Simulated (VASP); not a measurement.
# C (P6_3/mmc) in VASP: notebook

The runs below take C through single point, relaxation of shape and atoms at fixed volume, with LDA.

All numbers are computed with VASP 6.6.1; they aren't measurements. Logs are shortened: lines on timing, memory, paths and dates and some standing lists are left out, and cuts for length are marked.

**1. The cell of the first run**

The structure is hexagonal, space group P6_3/mmc (No. 194). Conventional cell: a = 2.446 Å, b = 2.446 Å, c = 6.774 Å, α = 90.00°, β = 90.00°, γ = 120.00°. Within 1.9 Å of C (site symmetry -6m2) lie 3 C at 1.41 Å. C (site symmetry -6m2) has 3 C at 1.41 Å within 1.9 Å.

**2. Single point, LDA (volume scaled by 1.02, then relaxed in part)**

File INCAR:

```
PREC = Accurate ; ENCUT = 520
EDIFF = 1E-6 ; ISMEAR = -1
SIGMA = 0.15 ; LREAL = False
LASPH = True ; NELM = 100
ALGO = Normal ; ISIF = 2
LWAVE = False ; LCHARG = True
GGA = CA ; LELF = True
LVHAR = True ; NBANDS = 16
```

File KPOINTS:

```
regular mesh
0
Gamma
  21 21 6
```

File POSCAR:

```
C
1.0
    2.4459432288      0.0000000000      0.0000000000
   -1.2229716144      2.1182489723      0.0000000000
    0.0000000000      0.0000000000      6.7743657237
C
4
Direct
    0.0000000000      0.0000000000      0.2500000000
    0.0000000000      0.0000000000      0.7500000000
    0.3333333333      0.6666666667      0.2500000000
    0.6666666667      0.3333333333      0.7500000000
```

Potentials or basis: VASP PAW LDA potentials, release 64 (C).

Run with:

```sh
cat potpaw_LDA.64/C/POTCAR > POTCAR
mpirun -np 1 vasp_std > vasp.out
```

OUTCAR:

```text
PREC = Accurate
   ENCUT = 520
   EDIFF = 1E-6
   ISMEAR = -1
   LREAL = False
   LASPH = True
   NELM = 100
   ISIF = 2
   GGA = CA

 ion  position               nearest neighbor table
   1  0.000  0.000  0.250-   3 1.41   3 1.41   3 1.41
   2  0.000  0.000  0.750-   4 1.41   4 1.41   4 1.41
   3  0.333  0.667  0.250-   1 1.41   1 1.41   1 1.41
   4  0.667  0.333  0.750-   2 1.41   2 1.41   2 1.41

  LATTYP: Found a hexagonal cell.
 ALAT       =     2.4459432288
 C/A-ratio  =     2.7696332621

  Lattice vectors:

 A1 = (   2.4459432288,   0.0000000000,   0.0000000000)
 A2 = (  -1.2229716144,   2.1182489723,   0.0000000000)
 A3 = (   0.0000000000,   0.0000000000,   6.7743657237)

Analysis of symmetry for initial positions (statically):
=====================================================================
 Subroutine PRICEL returns:
 Original cell was already a primitive cell.

 Routine SETGRP: Setting up the symmetry group for a
 hexagonal supercell.

 Subroutine GETGRP returns: Found 24 space group operations
 (whereof 12 operations were pure point group operations)
 out of a pool of 24 trial point group operations.

The static configuration has the point symmetry D_3d.
 The point group associated with its full space group is D_6h.

Analysis of symmetry for dynamics (positions and initial velocities):
=====================================================================
 Subroutine PRICEL returns:
 Original cell was already a primitive cell.

 Routine SETGRP: Setting up the symmetry group for a
 hexagonal supercell.

 Subroutine GETGRP returns: Found 24 space group operations
 (whereof 12 operations were pure point group operations)
 out of a pool of 24 trial point group operations.

The dynamic configuration has the point symmetry D_3d.
 The point group associated with its full space group is D_6h.

 Subroutine INISYM returns: Found 24 space group operations
 (whereof 12 operations are pure point group operations),
 and found     1 'primitive' translations

----------------------------------------------------------------------------------------

                                     Primitive cell

  volume of cell :      35.0988

  direct lattice vectors                    reciprocal lattice vectors
     2.445943229  0.000000000  0.000000000     0.408840233  0.236044019  0.000000000
    -1.222971614  2.118248972  0.000000000     0.000000000  0.472088037  0.000000000
     0.000000000  0.000000000  6.774365724     0.000000000  0.000000000  0.147615296

  length of vectors
     2.445943229  2.445943229  6.774365724     0.472088037  0.472088037  0.147615296

  position of ions in fractional coordinates (direct lattice)
     0.000000000  0.000000000  0.250000000
     0.000000000  0.000000000  0.750000000
     0.333333333  0.666666667  0.250000000
     0.666666667  0.333333333  0.750000000

  ion indices of the primitive-cell ions
   primitive index   ion index
                 1           1
                 2           2
                 3           3
                 4           4

----------------------------------------------------------------------------------------

 KPOINTS: regular mesh

Automatic generation of k-mesh.
 Grid dimensions read from file:
 generate k-points for:   21   21    6

 Generating k-lattice:

  Cartesian coordinates                     Fractional coordinates (reciprocal lattice)
     0.019468583  0.011240191  0.000000000     0.047619048  0.000000000  0.000000000
     0.000000000  0.022480383  0.000000000     0.000000000  0.047619048  0.000000000
     0.000000000  0.000000000  0.024602549     0.000000000  0.000000000  0.166666667

  Length of vectors
     0.022480383  0.022480383  0.024602549

  Shift w.r.t. Gamma in fractional coordinates (k-lattice)
     0.000000000  0.000000000  0.000000000

 Subroutine IBZKPT returns following result:
 ===========================================

 Found    192 irreducible k-points:

 Following reciprocal coordinates:
            Coordinates               Weight
  0.000000  0.000000  0.000000      1.000000
  0.047619 -0.000000  0.000000      6.000000
  0.095238 -0.000000  0.000000      6.000000
  0.142857 -0.000000  0.000000      6.000000
  0.190476 -0.000000  0.000000      6.000000
  0.238095 -0.000000  0.000000      6.000000
[... 16 lines left out ...]
  0.142857  0.095238  0.000000     12.000000
  0.190476  0.095238  0.000000     12.000000
 [... further k-points ...]
   k-points           NKPTS =    192   k-points in BZ     NKDIM =    192   number of bands    NBANDS=     16
   number of dos      NEDOS =    301   number of ions     NIONS =      4
   total plane-waves  NPLWV =  16200
   dimension x,y,z NGX =    18 NGY =   18 NGZ =   50
   dimension x,y,z NGXF=    36 NGYF=   36 NGZF=  100
   ions per type =               4
   NGX,Y,Z   is equivalent  to a cutoff of  12.23, 12.23, 12.27 a.u.
   NGXF,Y,Z  is equivalent  to a cutoff of  24.47, 24.47, 24.54 a.u.
 SYSTEM =  unknown system
   PREC   = accura    normal or accurate (medium, high low for compatibility)
   ISTART =      0    job   : 0-new  1-cont  2-samecut
   ICHARG =      2    charge: 1-file 2-atom 10-const
   ISPIN  =      1    spin polarized calculation?
   LNONCOLLINEAR =      F non collinear calculations
   LSORBIT =      F    spin-orbit coupling
   LASPH  =      T    aspherical Exc in radial PAW
   ENCUT  =  520.0 eV  38.22 Ry    6.18 a.u.   4.55  4.55 12.60*2*pi/ulx,y,z
   NELM   =    100;   NELMIN=  2; NELMDL= -5     # of ELM steps
   EDIFF  = 0.1E-05   stopping-criterion for ELM
   LREAL  =      F    real-space projection
   EDIFFG = 0.1E-04   stopping-criterion for IOM
   NSW    =      0    number of steps for IOM
   IBRION =     -1    ionic relax: 0-MD 1-quasi-New 2-CG
   NFREE  =      0    steps in history (QN), initial steepest desc. (CG)
   ISIF   =      2    stress and relaxation
   ISYM   =      2    0-nonsym 1-usesym 2-fastsym
   POTIM  = 0.5000    time-step for ionic-motion
   TEBEG  =    0.0;   TEEND  =   0.0 temperature during run
   PSTRESS=    0.0 pullay stress
   NELECT =      16.0000    total number of electrons
   NUPDOWN=      -1.0000    fix difference up-down
   EMIN   =  10.00;   EMAX   =-10.00  energy-range for DOS
   EFERMI =   0.00;   METHOD = LEGACY
   ISMEAR =    -1;   SIGMA  =   0.15  broadening in eV -4-tet -1-fermi 0-gaus
   EFERMI_NEDOS =   21; number of points for ismear=-14 and -15
   IALGO  =     38    algorithm
   IMIX   =      4    mixing-type and parameters
     AMIX     =   0.40;   BMIX     =  1.00
     AMIX_MAG =   1.60;   BMIX_MAG =  1.00
  volume/ion in A,a.u.               =       8.77        59.21
  Fermi-wavevector in a.u.,A,eV,Ry     =   1.259943  2.380947 21.598647  1.587456
  Thomas-Fermi vector in A             =   2.393477
   LORBIT       =      0    0 simple, 1 ext, 2 COOP (PROOUT), +10 PAW based schemes
   GGA     = CA    functional components
   LHFCALC =     F    Hartree Fock is set to
   AEXX    =    0.0000 exact exchange contribution
   IVDW    =     0    specifies the selected vdW correction
   LEPSILON=     F    determine dielectric tensor
   LRPA    =     F    only Hartree local field effects (RPA)
 non-spin polarized calculation
  energy-cutoff  :      520.00
  volume of cell :       35.10
 maximum number of plane-waves:       967
   NGX =  9   NGY =  9   NGZ = 25

 number of electron      15.9999995 magnetization

 Free energy of the ion-electron system (eV)
  ---------------------------------------------------
  ext. energy  EPLUGINS =         0.00000000
  ---------------------------------------------------
  free energy    TOTEN  =       -40.44852722 eV

  energy without entropy =      -40.44381174  energy(sigma->0) =      -40.44616948

 E-fermi :   4.6137     XC(G=0): -10.7388

 val. band max:        4.6064072423   @ k =   0.3333   0.3333   0.3333
 cond. band min:       4.6146769999   @ k =   0.3333   0.3333   0.5000
 fundamental gap:      0.0082697576
 Fermi energy:         4.6137150472

 k-point     1 :       0.0000    0.0000    0.0000
  band No.  band energies     occupation
      1     -15.0006      2.00000
      2     -14.7053      2.00000
      3      -4.0924      2.00000
      4      -2.1431      2.00000
      5       1.6083      2.00000
      6       1.6083      2.00000
[... 8 lines left out ...]
     15      16.1617      0.00000
     16      16.3558      0.00000

 k-point     2 :       0.0476   -0.0000    0.0000
  band No.  band energies     occupation
      1     -14.9461      2.00000
      2     -14.6517      2.00000
      3      -4.0252      2.00000
      4      -2.0801      2.00000
      5       1.3895      2.00000
      6       1.4109      2.00000
[... 8 lines left out ...]
     15      15.9649      0.00000
     16      16.1709      0.00000

 k-point     3 :       0.0952   -0.0000    0.0000
  band No.  band energies     occupation
      1     -14.7826      2.00000
      2     -14.4913      2.00000
      3      -3.8242      2.00000
      4      -1.8918      2.00000
      5       0.7749      2.00000
      6       0.8087      2.00000
[... 8 lines left out ...]
     15      15.3963      0.00000
     16      15.6404      0.00000

 k-point     4 :       0.1429   -0.0000    0.0000
  band No.  band energies     occupation
      1     -14.5107      2.00000
      2     -14.2245      2.00000
      3      -3.4905      2.00000
      4      -1.5802      2.00000
      5      -0.1391      2.00000
      6      -0.0893      2.00000
[... 8 lines left out ...]
     15      14.9939      0.00000
     16      15.0405      0.00000
[... 324 lines left out ...]
 k-point    22 :       0.0952    0.0952    0.0000
  band No.  band energies     occupation
      1     -14.3481      2.00000
      2     -14.0649      2.00000
      3      -3.2912      2.00000
      4      -1.3945      2.00000
      5      -0.4648      2.00000
      6      -0.4329      2.00000
[... 8 lines left out ...]
     15      15.0433      0.00000
     16      15.1068      0.00000

 k-point    23 :       0.1429    0.0952    0.0000
  band No.  band energies     occupation
      1     -13.9696      2.00000
      2     -13.6935      2.00000
      3      -2.8290      2.00000
      4      -1.4040      2.00000
      5      -1.3546      2.00000
      6      -0.9658      2.00000
[... 8 lines left out ...]
     15      15.8201      0.00000
     16      15.9223      0.00000

 k-point    24 :       0.1905    0.0952    0.0000
  band No.  band energies     occupation
      1     -13.4856      2.00000
      2     -13.2184      2.00000
      3      -2.5092      2.00000
      4      -2.4340      2.00000
      5      -2.2415      2.00000
      6      -0.9327      2.00000
[... 8 lines left out ...]
     15      16.8170      0.00000
     16      17.0194      0.00000

 [... further k-points ...]
[... 5 lines left out ...]
  --------------------------------------------------------------------------------------
  -------------------------------------------------------------------------------------
  Total        0.1694451      0.1694451     -0.1362290     -0.0000000     -0.0000000     -0.0000000
  in kB        7.7347743      7.7347743     -6.2185345     -0.0000000     -0.0000000     -0.0000000
  external PRESSURE =       3.0836714 kB  Pullay stress =       0.0000000 kB

 VOLUME and BASIS-vectors are now :
 -----------------------------------------------------------------------------
  energy-cutoff  :      520.00
  volume of cell :       35.10
      direct lattice vectors                 reciprocal lattice vectors
     2.445943229  0.000000000  0.000000000     0.408840233  0.236044019  0.000000000
    -1.222971614  2.118248972  0.000000000     0.000000000  0.472088037  0.000000000
     0.000000000  0.000000000  6.774365724     0.000000000  0.000000000  0.147615296

 POSITION                                       TOTAL-FORCE (eV/Angst)
 -----------------------------------------------------------------------------------
      0.00000      0.00000      1.69359         0.000000     -0.000000      0.000000
      0.00000      0.00000      5.08077        -0.000000      0.000000     -0.000000
     -0.00000      1.41217      1.69359        -0.000000      0.000000     -0.000000
      1.22297      0.70608      5.08077         0.000000     -0.000000      0.000000
 -----------------------------------------------------------------------------------
    total drift:                                0.000000     -0.000000      0.000000

  FREE ENERGIE OF THE ION-ELECTRON SYSTEM (eV)
  ---------------------------------------------------
  free  energy   TOTEN  =       -40.4485272169 eV

  energy  without entropy=      -40.4438117373  energy(sigma->0) =      -40.44616948
```

It took 46 s on 1 thread of AMD EPYC 9R45 (Zen 5), shared host; peak memory 0.15 GiB.

What came out:

| Quantity | Value |
| --- | --- |
| Free energy | -40.4485 eV |
| Pressure | 0.3 GPa |
| Band gap on the k mesh | zero (band 8 reaches 4.61 eV, above the bottom of band 9 at 4.58 eV) |

Caveat: the cell differs from its parent crystal (volume scaled by 1.02, then relaxed in part).

**3. Relaxation of shape and atoms at fixed volume, LDA (volume scaled by 1.02)**

File INCAR:

```
ALGO = Normal ; EDIFF = 1E-7
EDIFFG = -0.001 ; ENCUT = 600
IBRION = 2 ; ISIF = 4
ISMEAR = -1 ; LASPH = T
LCHARG = F ; LREAL = F
LWAVE = F ; NELM = 100
NSW = 80 ; PREC = Accurate
SIGMA = 0.15
```

File KPOINTS:

```
k-points
0
Gamma
  21 21 6
```

File POSCAR:

```
C
1.0
    2.4611198906      0.0000000000      0.0000000000
   -1.2305599453      2.1313923470      0.0000000000
    0.0000000000      0.0000000000      6.6910741630
C
4
Direct
    0.0000000000      0.0000000000      0.2500000000
    0.0000000000      0.0000000000      0.7500000000
    0.3333333333      0.6666666667      0.2500000000
    0.6666666667      0.3333333333      0.7500000000
```

Potentials or basis: VASP PAW LDA potentials, release 64 (C).

Run with:

```sh
cat potpaw_LDA.64/C/POTCAR > POTCAR
mpirun -np 1 vasp_std > vasp.out
```

Run time: 87 s. Hardware: 1 thread of AMD EPYC 9R45 (Zen 5), shared host; peak memory 0.16 GiB.

It converged, with:

- Free energy: -40.4626 eV
- Energy gained by relaxing: 2.1 meV/atom
- Ionic steps: 3
- Pressure after relaxing: -0.8 GPa
- Band gap on the k mesh: zero (band 8 reaches 4.60 eV, above the bottom of band 9 at 4.58 eV)

Step by step:
```tsv
step	energy change (eV)	largest force (eV/Å)	pressure (GPa)	volume (Å³)
1	0.0000	0.0000	-5.27	35.10
2	-0.0082	0.0000	-0.12	35.10
3	-0.0084	0.0000	-0.83	35.10
```

Final structure:
```cif
data_structure
_symmetry_space_group_name_H-M 'P 1'
_symmetry_Int_Tables_number 1
_cell_length_a 2.4479
_cell_length_b 2.4479
_cell_length_c 6.7636
_cell_angle_alpha 90.000
_cell_angle_beta 90.000
_cell_angle_gamma 120.000
_cell_volume 35.10
loop_
_atom_site_label
_atom_site_type_symbol
_atom_site_fract_x
_atom_site_fract_y
_atom_site_fract_z
_atom_site_occupancy
C1 C 0.00000 0.00000 0.25000 1
C2 C 0.00000 0.00000 0.75000 1
C3 C 0.33333 0.66667 0.25000 1
C4 C 0.66667 0.33333 0.75000 1
```

Levels at points of the mesh, in eV from the Fermi level:
| k point | band 6 | band 7 | band 8 | band 9 | band 10 | band 11 |
| --- | --- | --- | --- | --- | --- | --- |
| (0.00, 0.00, 0.00) | -3.01 | -2.99 | -2.99 | 3.73 | 8.41 | 8.41 |
| (0.00, 0.00, 0.50) | -3.00 | -3.00 | -3.00 | 6.33 | 6.33 | 8.43 |

Caveat: the cell differs from its parent crystal (volume scaled by 1.02).
